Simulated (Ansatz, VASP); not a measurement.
One calculation of AlGa3P4, two programs

```
Al Ga P
1.0
     3.89526    0.00000    0.00000
     0.00000    3.89526    0.00000
     0.00000    0.00000   11.00751
Al Ga P
1 3 4
Direct
  0.50000 0.50000 0.50000
  0.00000 0.00000 0.75003
  0.50000 0.50000 0.00000
  0.00000 0.00000 0.24997
  0.50000 0.00000 0.87505
  0.00000 0.50000 0.12495
  0.50000 0.00000 0.37554
  0.00000 0.50000 0.62446
```

Alike in both runs: functional PBE; k mesh 8 × 8 × 4; no spin polarisation.

Ansatz relaxed the structure, and its values are those at the end. VASP's run is a single point on that final structure, the one shown.

```csv
,VASP,Ansatz
version,VASP 6.6.1,Ansatz 0.2.0
potentials or method,"VASP PAW PBE potentials, release 64 (Al, Ga_d, P), cutoff 520 eV","scalar-relativistic, plane waves, PAW"
occupations,"gaussian, width 0.01 eV",fixed
valence electrons in the cell,62,62
```

```csv
,VASP,Ansatz,Ansatz less VASP
gap on the k mesh at the Fermi level (eV),1.62,1.62,+0.002
least direct gap on the mesh (eV),1.69,1.69,+0.001
pressure (GPa),0.0,0.0,+0.03
```
